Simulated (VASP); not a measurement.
**Ag: relaxation of volume and atoms at fixed shape with LDA**

The system is Ag.

```
Ag
1.0
     0.00000    2.04275    2.04275
     2.04275    0.00000    2.04275
     2.04275    2.04275    0.00000
Ag
1
Direct
  0.00000 0.00000 0.00000
```

```json
{
 "Program": "VASP 6.6.1",
 "Task": "relaxation of volume and atoms at fixed shape",
 "Functional": "LDA",
 "Potentials or basis": "VASP PAW LDA potentials, release 64 (Ag)",
 "Cutoff": "600 eV",
 "k mesh": "10 × 10 × 10",
 "Occupations": "fermi-dirac, width 0.1 eV",
 "Spin": "no spin polarisation",
 "Dipole correction": "no",
 "Further INCAR settings": "ALGO = Normal; EDIFF = 1e-07; IBRION = 2; EDIFFG = -0.02; NSW = 80; ISIF = 8"
}
```

- Relaxed volume: 16.07 Å³/atom
- Relaxed cell: a = 2.833 Å, b = 2.833 Å, c = 2.833 Å, α = 60.00°, β = 60.00°, γ = 60.00°
- Space group after relaxing (to 0.05 Å): Fm-3m (No. 225)
- Energy gained by relaxing: 22.5 meV/atom
- Ionic steps: 3
- Pressure after relaxing: -0.1 GPa

Step by step:
```tsv
step	energy change (eV)	largest force (eV/Å)	pressure (GPa)	volume (Å³)
1	0.0000	0.0000	-6.87	17.05
2	-0.0055	0.0000	7.56	15.31
3	-0.0225	0.0000	-0.06	16.07
```

Final structure:
```yaml
crystal:
  lattice:
    - [0.00000, 2.00301, 2.00301]
    - [2.00301, 0.00000, 2.00301]
    - [2.00301, 2.00301, 0.00000]
  atoms:
    - { symbol: Ag, position: [0.00000, 0.00000, 0.00000] }
```

Levels at points of the mesh, in eV from the Fermi level:
| k point | band 4 | band 5 | band 6 | band 7 | band 8 | band 9 |
| --- | --- | --- | --- | --- | --- | --- |
| (0.00, 0.00, 0.00) | -4.93 | -3.76 | -3.76 | 16.19 | 20.05 | 20.05 |
| (0.50, 0.00, 0.00) | -2.87 | -2.87 | -0.53 | 3.98 | 15.46 | 18.40 |
| (0.50, 0.50, 0.00) | -2.64 | -2.64 | 1.55 | 7.26 | 10.92 | 10.92 |

Wall time 9 s on 1 thread of Intel(R) Xeon(R) Platinum 8559C (Emerald Rapids), on a shared host, peak memory 0.14 GiB.

LDA usually gives volumes a few per cent too small. Zero-point motion and thermal expansion aren't in these numbers.
